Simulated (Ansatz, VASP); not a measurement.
# Ge in VASP and in Ansatz

The input INCAR:

```
SYSTEM = Ge
PREC = Accurate
ENCUT = 600
EDIFF = 1E-6
ISMEAR = 0
SIGMA = 0.1
LREAL = .FALSE.
LASPH = .TRUE.
NELM = 60
ALGO = Normal
ISIF = 3
LWAVE = .FALSE.
LCHARG = .FALSE.
GGA = CA
IBRION = 2
NSW = 100
EDIFFG = -0.005
```

Contents of KPOINTS:

```
Automatic mesh
0
G
  14 14 14
  0 0 0
```

The input POSCAR:

```
Ge
1.0
    0.0000000000      2.8289100000      2.8289100000
    2.8289100000      0.0000000000      2.8289100000
    2.8289100000      2.8289100000      0.0000000000
Ge
2
Direct
    0.0000000000      0.0000000000      0.0000000000
    0.2500000000      0.2500000000      0.2500000000
```

Input for Ansatz:

```yaml
crystal:
  lattice:
    - [0.0, 2.82891, 2.82891]
    - [2.82891, 0.0, 2.82891]
    - [2.82891, 2.82891, 0.0]
  atoms:
    - { symbol: Ge, position: [0.0, 0.0, 0.0] }
    - { symbol: Ge, position: [0.25, 0.25, 0.25] }
basis:
  ecutwfc: 420
kpoints:
  mp_grid: { grid: [14, 14, 14] }
hamiltonian:
  xc: lda
scf:
  occupations: { method: gaussian, width: 0.1 }
output:
  forces: true
  stress: true
  eigenvalues: true
  write_density: true
  write_potential: true
  elf: true
  volumetric_format: npy
relax:
  adjacent_minimum: "off"
  f_tol: 0.005
  max_steps: 80
  cell: { stress_tol: 0.05 }
```

Alike in both runs: task relaxation of cell and atoms; functional LDA; k mesh 14 × 14 × 14; occupations gaussian, width 0.1 eV; no spin polarisation.

|  | VASP | Ansatz |
| --- | --- | --- |
| version | VASP 6.6.1 | Ansatz 0.2.0 |
| potentials or method | VASP PAW LDA potentials, release 64 (Ge_d), cutoff 600 eV | scalar-relativistic, plane waves, PAW |
| valence electrons in the cell | 28 | 28 |

Ansatz gave:

| Quantity | Value |
| --- | --- |
| gap on the k mesh at the Fermi level, each at its own relaxed structure (eV) | none |
| relaxed volume (Å³/atom) | 22.21 |
| relaxed length of the cell vector where the two differ most in proportion (Å) | 3.975 |

**Question.** Which values does VASP return?

**Answer.** gap on the k mesh at the Fermi level, each at its own relaxed structure (eV): none; relaxed volume (Å³/atom): 22.25; relaxed length of the cell vector where the two differ most in proportion (Å): 3.978.

LDA's correlation is that of Perdew and Zunger in VASP and of Perdew and Wang (1992) in Ansatz. A gap of «none» marks a metal or a gap that the smearing closes.
